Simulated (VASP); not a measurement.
## Ca: single point with PBE

Ca:

```
Ca
1.0
     3.88029    0.00000    0.00000
    -1.94015    3.36043    0.00000
     0.00000    0.00000    6.48488
Ca
2
Cartesian
  0.0000 2.2403 1.6212
  1.9401 1.1201 4.8637
```

* Program: VASP 6.6.1
* Task: single point
* Functional: PBE
* Potentials or basis: VASP PAW PBE potentials, release 64 (Ca_sv)
* Cutoff: 520 eV
* k mesh: 6 × 6 × 4
* Occupations: gaussian, width 0.1 eV
* Spin: no spin polarisation
* Dipole correction: no
* Further INCAR settings: ALGO = Normal; EDIFF = 1e-06; NBANDS = 17

```
Pressure               : 0.0 GPa
Band gap on the k mesh : zero (band 10 reaches 2.14 eV, above the bottom of band 11 at 1.70 eV)
```

Levels at points of the mesh, in eV from the Fermi level:
| k point | band 6 | band 7 | band 8 | band 9 | band 10 | band 11 | band 12 | band 13 | band 14 | band 15 |
| --- | --- | --- | --- | --- | --- | --- | --- | --- | --- | --- |
| (0.00, 0.00, 0.00) | -22.97 | -22.97 | -22.95 | -4.07 | -1.11 | -0.30 | 2.19 | 2.30 | 2.30 | 2.58 |
| (0.50, 0.00, 0.00) | -23.02 | -22.99 | -22.98 | -1.09 | -0.67 | 0.20 | 0.38 | 1.34 | 1.85 | 2.26 |
| (0.00, 0.00, 0.50) | -22.98 | -22.98 | -22.98 | -3.08 | -3.08 | 1.32 | 1.32 | 2.30 | 2.30 | 2.30 |
| (0.50, 0.00, 0.50) | -23.00 | -22.99 | -22.99 | -0.68 | -0.68 | 0.11 | 0.11 | 1.42 | 1.42 | 2.91 |

It took 12 s on 1 thread of Intel(R) Xeon(R) 6975P-C (Granite Rapids) (shared host), peak memory 0.19 GiB.
